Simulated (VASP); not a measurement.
**AlN: single point with PBE**

Crystal: AlN.

```
Al N
1.0
     0.00000    2.16450    2.16450
     2.16450    0.00000    2.16450
     2.16450    2.16450    0.00000
Al N
1 1
Direct
  0.98856 0.01144 0.01144
  0.77203 0.72797 0.72797
```

```
Program                : VASP 6.6.1
Task                   : single point
Functional             : PBE
Potentials or basis    : VASP PAW PBE potentials, release 64 (Al, N)
Cutoff                 : 520 eV
k mesh                 : 10 × 10 × 10
Occupations            : gaussian, width 0.05 eV
Spin                   : no spin polarisation
Dipole correction      : no
Further INCAR settings : ALGO = Normal; EDIFF = 1e-06; NBANDS = 11
```

* Pressure: 13.4 GPa
* Largest force: 2.250 eV/Å
* Band gap on the k mesh: 2.96 eV, indirect (least direct gap 4.03 eV)

Forces in eV/Å, atoms in the order of the input:
```
Al  -2.250  0.000  0.000
N    2.250  0.000  0.000
```

Stress tensor (GPa, compression positive):
```
 10.28   0.00   0.00
  0.00  15.00 -12.71
  0.00 -12.71  15.00
```

Levels at points of the mesh, in eV from the valence-band top:
```csv
k point,band 1,band 2,band 3,band 4,band 5,band 6,band 7,band 8
"(0.00, 0.00, 0.00)",-15.50,-0.76,-0.34,0.00,4.03,12.43,12.50,12.51
"(0.50, 0.00, 0.00)",-13.40,-6.22,-1.21,-0.72,7.29,9.71,10.83,11.06
"(0.00, 0.50, 0.00)",-13.36,-6.43,-0.91,-0.53,7.11,9.53,10.85,11.23
"(0.50, 0.50, 0.00)",-12.72,-5.36,-2.14,-2.12,2.96,8.28,13.82,15.76
"(0.00, 0.50, 0.50)",-12.72,-5.34,-2.45,-1.91,3.00,8.44,13.83,15.61
```

It took 18 s on 1 thread of AMD EPYC 9R45 96-Core Processor (Zen 5), with other jobs on the host, peak memory 0.13 GiB.

Caveat: forces of over 1 eV/Å act on the atoms, so gaps and moduli don't describe the material at rest. A k mesh can miss the band edges.
